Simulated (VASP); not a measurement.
MgSn6N:

```
CELL_PARAMETERS angstrom
3.13500 1.80999 5.46667
-3.13500 1.80999 5.46667
0.00000 -3.61999 5.46667
ATOMIC_POSITIONS crystal
Mg 0.00000 0.00000 0.00000
Sn 0.12200 0.73800 0.43100
Sn 0.87800 0.26200 0.56900
Sn 0.73800 0.43100 0.12200
Sn 0.26200 0.56900 0.87800
Sn 0.43100 0.12200 0.73800
Sn 0.56900 0.87800 0.26200
N 0.50000 0.50000 0.50000
```

- Program: VASP 6.6.1
- Task: relaxation of cell and atoms
- Functional: PBE
- Potentials or basis: VASP PAW PBE potentials, release 64 (Mg, Sn_d, N)
- Cutoff: 600 eV
- k mesh: 3 × 3 × 3
- Occupations: gaussian, width 0.2 eV
- Spin: no spin polarisation

At the start: pressure 11.8 GPa; volume 23.26 Å³/atom.

**Question.** How do energy, volume and symmetry change on relaxing?

**Answer.** Over 14 steps the energy falls by 319.5 meV/atom and the volume is 24.78 Å³/atom (+6.5 %); space group R-3 (No. 148, to 0.1 Å) before and after.

The path:
| step | energy change (eV) | largest force (eV/Å) | pressure (GPa) | volume (Å³) |
| --- | --- | --- | --- | --- |
| 1 | 0.0000 | 1.6362 | 11.79 | 186.12 |
| 2 | -1.1003 | 0.7046 | -3.44 | 236.11 |
| 3 | -1.3026 | 0.6372 | -0.43 | 219.25 |
| 4 | -1.4299 | 0.6038 | -0.56 | 218.76 |
| 5 | -1.7659 | 0.5167 | -0.68 | 217.18 |
| 6 | -1.9229 | 0.9722 | 0.12 | 213.54 |
| 7 | -1.9658 | 0.7242 | -0.30 | 214.81 |
| 8 | -2.1043 | 0.6812 | -0.59 | 212.86 |
| 9 | -2.3333 | 0.5477 | -0.99 | 207.05 |
| 10 | -2.4623 | 0.4135 | 0.42 | 199.29 |
| 11 | -2.4814 | 0.3472 | 1.42 | 194.85 |
| 12 | -2.5442 | 0.1877 | -0.36 | 199.73 |
| 13 | -2.5445 | 0.1853 | -0.28 | 199.40 |
| 14 | -2.5560 | 0.0694 | 0.16 | 198.20 |

Final structure:
```yaml
crystal:
  lattice:
    - [3.32742, 1.92109, 5.16781]
    - [-3.32742, 1.92109, 5.16781]
    - [0.00000, -3.84218, 5.16781]
  atoms:
    - { symbol: Mg, position: [0.00000, 0.00000, 0.00000] }
    - { symbol: Sn, position: [0.06723, 0.70943, 0.50294] }
    - { symbol: Sn, position: [0.93277, 0.29057, 0.49706] }
    - { symbol: Sn, position: [0.70943, 0.50294, 0.06723] }
    - { symbol: Sn, position: [0.29057, 0.49706, 0.93277] }
    - { symbol: Sn, position: [0.50294, 0.06723, 0.70943] }
    - { symbol: Sn, position: [0.49706, 0.93277, 0.29057] }
    - { symbol: N, position: [0.50000, 0.50000, 0.50000] }
```

Caveat: the k points lie up to 0.39 Å⁻¹ apart in the final cell, too coarse for converged energies and pressures of a metal; the relaxation stopped at a loose force limit of 0.08 eV/Å, so its end isn't a converged minimum.
